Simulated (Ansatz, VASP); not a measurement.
## One calculation of Bi2Te3, two programs

File INCAR:

```
SYSTEM = Bi2Te3
  PREC = Accurate
  ENCUT = 520
  EDIFF = 1E-6
  ISMEAR = -1
  SIGMA = 0.05
  LREAL = .False.
  LASPH = .True.
  NELM = 60
  ALGO = Normal
  ISIF = 2
  LWAVE = .False.
  LCHARG = .True.
  GGA = RE
  IVDW = 12
  LELF = .True.
  LVHAR = .True.
  NBANDS = 32
```

File KPOINTS:

```
regular mesh
0
Gamma
  7 7 7
  0 0 0
```

Contents of POSCAR:

```
Bi2Te3
1.0
    2.2075236021      1.2745143459     10.2329909245
   -2.2075236021      1.2745143459     10.2329909245
    0.0000000000     -2.5490286918     10.2329909245
Bi Te
2 3
Direct
    0.6000000000      0.6000000000      0.6000000000
    0.4000000000      0.4000000000      0.4000000000
    0.7905000000      0.7905000000      0.7905000000
    0.2095000000      0.2095000000      0.2095000000
    0.0000000000      0.0000000000      0.0000000000
```

input.yaml

```yaml
crystal:
  lattice:
    - [2.2075236021, 1.2745143459, 10.2329909245]
    - [-2.2075236021, 1.2745143459, 10.2329909245]
    - [0.0, -2.5490286918, 10.2329909245]
  atoms:
    - { symbol: Bi, position: [0.6, 0.6, 0.6] }
    - { symbol: Bi, position: [0.4, 0.4, 0.4] }
    - { symbol: Te, position: [0.7905, 0.7905, 0.7905] }
    - { symbol: Te, position: [0.2095, 0.2095, 0.2095] }
    - { symbol: Te, position: [0.0, 0.0, 0.0] }
hamiltonian:
  xc: revpbe
  pseudopotentials: { kind: paw }
  dispersion: d3bj
kpoints:
  mp_grid: { grid: [7, 7, 7] }
scf:
  occupations: { method: fermi_dirac, width: 0.05 }
output:
  forces: true
  stress: true
  eigenvalues: true
  write_density: true
  write_potential: true
  elf: true
  volumetric_format: npy
```

Alike in both runs: task single point; functional revPBE; dispersion D3(BJ); k mesh 7 × 7 × 7; occupations fermi-dirac, width 0.05 eV; no spin polarisation.

|  | VASP | Ansatz |
| --- | --- | --- |
| version | VASP 6.6.1 | Ansatz 0.2.0 |
| potentials or method | VASP PAW PBE potentials, release 64 (Bi_d, Te) | Ansatz PAW |
| plane-wave cutoff (eV) | 520 | 420 |
| valence electrons in the cell | 48 | 78 |

```tsv
	VASP	Ansatz	Ansatz less VASP
gap on the k mesh at the Fermi level (eV)	0.33	0.34	+0.011
least direct gap on the mesh (eV)	0.33	0.34	+0.011
pressure (GPa)	-2.2	-2.2	+0.03
traceless stress, the component that is largest in VASP (GPa)	-0.17	-0.17	-0.003
rms of the force components (eV/Å)	0.060	0.065	+0.0046
```

VASP's potentials were made for PBE, not for revPBE. Atom by atom the forces differ by 0.005 eV/Å (rms over components). VASP's potentials hold 48 valence electrons a cell and Ansatz's 78, so a difference there can come from the potentials and not from the codes.

Spin-orbit coupling is off throughout. Noted on Ansatz's run: odd divisions of the mesh miss points on the zone boundary, where band edges often lie, so the gap on the mesh can be too wide.
